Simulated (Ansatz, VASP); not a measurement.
## One calculation of Fe, two programs

```
CELL_PARAMETERS angstrom
2.54090 0.00000 0.00000
-1.27045 2.20048 0.00000
0.00000 0.00000 4.38419
ATOMIC_POSITIONS crystal
Fe 0.33333 0.66667 0.25000
Fe 0.66667 0.33333 0.75000
```

Alike in both runs: functional r2SCAN; k mesh 18 × 18 × 10; occupations gaussian, width 0.1 eV; collinear spin.

Ansatz relaxed the structure, and its values are those at the end. VASP's run is a single point on that final structure, the one shown.

|  | VASP | Ansatz |
| --- | --- | --- |
| version | VASP 6.6.1 | Ansatz 0.2.0 |
| potentials or method | VASP PAW PBE potentials, release 64 (Fe), cutoff 520 eV | scalar-relativistic, plane waves, PAW |
| valence electrons in the cell | 16 | 32 |

```csv
,VASP,Ansatz,Ansatz less VASP
gap on the k mesh at the Fermi level (eV),none,none,-
pressure (GPa),-0.3,0.0,+0.36
net moment per atom (μB),2.81,2.82,+0.004
size of the moment on the site where the two differ most (μB),2.86,2.92,+0.061
```

VASP's potentials were made for PBE, not for r2SCAN. Site moments also hang on the region over which each program counts them. A gap of «none» marks a metal or a gap that the smearing closes. The functional is the same, so the differences come from potentials, cutoffs and numerics. VASP's potentials hold 16 valence electrons a cell and Ansatz's 32, so a difference there can come from the potentials and not from the codes.
